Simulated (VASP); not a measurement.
Crystal: DyBe.

```
CELL_PARAMETERS angstrom
2.48677 -3.41128 0.00000
2.48677 3.41128 0.00000
0.00000 0.00000 3.95731
ATOMIC_POSITIONS crystal
Dy 0.00000 0.50000 0.50000
Dy 0.50000 0.00000 0.50000
Be 0.31834 0.31834 0.00000
Be 0.68166 0.68166 0.00000
```

The cell was generated, and may not be a known phase.

```yaml
Program: VASP 6.6.1
Task: relaxation of cell and atoms
Functional: PBE
Potentials_or_basis: VASP PAW PBE potentials, release 64 (Dy_3, Be), 4f in core
Cutoff: 600 eV
k_mesh: 5 × 5 × 5
Occupations: gaussian, width 0.2 eV
Spin: no spin polarisation
```

At the start: pressure 21.3 GPa; volume 16.79 Å³/atom.

Problem. Where does the relaxation end?

Solution. Over 16 steps the energy falls by 562.0 meV/atom and the volume is 24.44 Å³/atom (+45.6 %); space group Cmmm (No. 65, to 0.1 Å) before and after.

The path:
```csv
step,energy change (eV),largest force (eV/Å),pressure (GPa),volume (Å³)
1,0.0000,1.4342,21.26,67.14
2,-1.7189,0.9926,0.29,90.69
3,-1.7201,0.9826,0.62,89.94
4,-1.8140,0.9324,-0.14,91.66
5,-1.9890,0.3172,-1.95,96.93
6,-2.0627,0.1324,-1.13,95.46
7,-2.1200,0.3076,0.40,93.07
8,-2.1220,0.4408,0.81,92.51
9,-2.1700,0.0029,0.90,92.93
10,-2.1810,0.3796,1.19,93.24
11,-2.2141,0.3256,0.22,96.15
12,-2.2300,0.1901,-0.97,100.10
13,-2.2433,0.1953,-0.50,99.11
14,-2.2433,0.1737,-0.53,99.16
15,-2.2475,0.0021,0.22,97.43
16,-2.2478,0.0328,0.07,97.77
```

Final structure:
```
Dy Be
1.0
     3.59462   -3.71294    0.00000
     3.59462    3.71294    0.00000
     0.00000    0.00000    3.66273
Dy Be
2 2
Cartesian
  1.7973 1.8565 1.8314
  1.7973 -1.8565 1.8314
  2.6381 0.0000 0.0000
  4.5512 0.0000 0.0000
```

Caveat: the volume moved by over 15 % at a fixed basis, so the end points are rough; the relaxation stopped at a loose force limit of 0.08 eV/Å, so its end isn't a converged minimum.
